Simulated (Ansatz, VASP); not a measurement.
**Two plane-wave programs on Na**

Contents of INCAR:

```
  ALGO = Fast
  EDIFF = 1E-6
  ENCUT = 520
  GGA = PE
  ISIF = 2
  ISMEAR = 0
  LASPH = T
  LCHARG = F
  LREAL = F
  LWAVE = F
  NBANDS = 10
  NELM = 80
  PREC = Accurate
  SIGMA = 0.1
```

Contents of KPOINTS:

```
k-points
0
Gamma
  4 4 4
```

File POSCAR:

```
Na
1.0
   -2.0842030257      2.0842030257      2.0842030257
    2.0842030257     -2.0842030257      2.0842030257
    2.0842030257      2.0842030257     -2.0842030257
Na
1
Direct
    0.0000000000      0.0000000000      0.0000000000
```

Input for Ansatz:

```yaml
crystal:
  lattice:
    - [-2.0842030257, 2.0842030257, 2.0842030257]
    - [2.0842030257, -2.0842030257, 2.0842030257]
    - [2.0842030257, 2.0842030257, -2.0842030257]
  atoms:
    - { symbol: Na, position: [0.0, 0.0, 0.0] }
basis:
  ecutwfc: 420
kpoints:
  mp_grid: { grid: [4, 4, 4] }
hamiltonian:
  xc: pbe
scf:
  occupations: { method: gaussian, width: 0.1 }
output:
  forces: true
  stress: true
  eigenvalues: true
```

Alike in both runs: task single point; functional PBE; k mesh 4 × 4 × 4; occupations gaussian, width 0.1 eV; no spin polarisation.

|  | VASP | Ansatz |
| --- | --- | --- |
| version | VASP 6.6.1 | Ansatz 0.2.0 |
| potentials or method | VASP PAW PBE potentials, release 64 (Na_pv), cutoff 520 eV | scalar-relativistic, plane waves, PAW |
| valence electrons in the cell | 7 | 9 |

|  | VASP | Ansatz | Ansatz less VASP |
| --- | --- | --- | --- |
| gap on the k mesh at the Fermi level (eV) | none | none | - |
| pressure (GPa) | 0.4 | 0.5 | +0.10 |

A gap of «none» marks a metal or a gap that the smearing closes. With one functional, cell and mesh, what is left measures potentials, basis and numerics. VASP's potentials hold 7 valence electrons a cell and Ansatz's 9, so a difference there can come from the potentials and not from the codes.

The k mesh is coarse, so the values compare programs but aren't converged.
